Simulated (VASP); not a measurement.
Rb:

```
Rb
1.0
     4.97978    0.00000    0.00000
    -2.48989    4.31261    0.00000
     0.00000    0.00000    8.13364
Rb
2
Direct
  0.33333 0.66667 0.75000
  0.66667 0.33333 0.25000
```

This isn't the form of Rb at room conditions, which is bcc.

- Program: VASP 6.6.1
- Task: relaxation of cell and atoms
- Functional: PBE
- Potentials or basis: VASP PAW PBE potentials, release 64 (Rb_sv)
- Cutoff: 600 eV
- k mesh: 6 × 6 × 4
- Occupations: gaussian, width 0.05 eV
- Spin: no spin polarisation

At the start: pressure 0.1 GPa; volume 87.34 Å³/atom.

Where does the relaxation end?

Over 3 steps the energy falls by 2.8 meV/atom and the volume is 91.36 Å³/atom (+4.6 %); space group P6_3/mmc (No. 194, to 0.1 Å) before and after.

The path:
| step | energy change (eV) | largest force (eV/Å) | pressure (GPa) | volume (Å³) |
| --- | --- | --- | --- | --- |
| 1 | 0.0000 | 0.0000 | 0.14 | 174.68 |
| 2 | -0.0023 | 0.0000 | 0.11 | 176.67 |
| 3 | -0.0056 | 0.0000 | 0.01 | 182.72 |

Final structure:
```
Rb
1.0
     5.09066    0.00000    0.00000
    -2.54533    4.40864    0.00000
     0.00000    0.00000    8.14176
Rb
2
Direct
  0.33333 0.66667 0.75000
  0.66667 0.33333 0.25000
```
